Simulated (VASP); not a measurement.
A run of VASP 6.6.1:

File INCAR:

```
SYSTEM = CuO
PREC     = Accurate       ! precision mode
ENCUT    = 600            ! plane-wave cutoff, eV
EDIFF    = 1E-6           ! SCF threshold, eV
ISMEAR   = -1             ! smearing method
SIGMA    = 0.05           ! smearing width, eV
LREAL    = .False.        ! projectors in reciprocal space
LASPH    = .True.         ! aspherical terms in the spheres
NELM     = 150            ! most SCF steps
ALGO     = Normal         ! electronic algorithm
ISIF     = 3              ! what is computed and relaxed
LWAVE    = .False.        ! write WAVECAR
LCHARG   = .False.        ! write CHGCAR
LMAXMIX  = 4              ! l up to which the mixer works
LDAU     = .True.         ! DFT+U
LDAUTYPE = 2            
LDAUL    = 2 -1           ! shell
LDAUU    = 5.3 0          ! U, eV
LDAUJ    = 0 0          
LDAUPRINT= 1            
IBRION   = 2              ! ionic algorithm
NSW      = 60             ! ionic steps
EDIFFG   = -0.01          ! ionic threshold
```

File KPOINTS:

```
regular mesh
0
Gamma
  8 8 6
  0 0 0
```

POSCAR

```
CuO
1.0
    3.4220509700      0.0000000000      0.0000000000
    0.0000000000      3.4220509700      0.0000000000
    0.0000000000      0.0000000000      4.2604614800
Cu O
2 2
Direct
    0.0000000000      0.5000000000      0.0000000000
    0.5000000000      0.0000000000      0.5000000000
    0.0000000000      0.0000000000      0.2500000000
    0.0000000000      0.0000000000      0.7500000000
```

Potentials or basis: VASP PAW LDA potentials, release 64 (Cu, O).

Run with:

```sh
$ cat potpaw_LDA.64/Cu/POTCAR potpaw_LDA.64/O/POTCAR > POTCAR
$ mpirun -np 1 vasp_std > vasp.out
```

Hardware: 1 thread of Intel Xeon 8259CL, on a shared host.

Q: How long does it take, and how much memory?

A: It took 9.7 min on 1 thread of Intel Xeon 8259CL (shared host), peak memory 0.21 GiB. Counts: scf iterations 98, k points 60, ion steps 11.
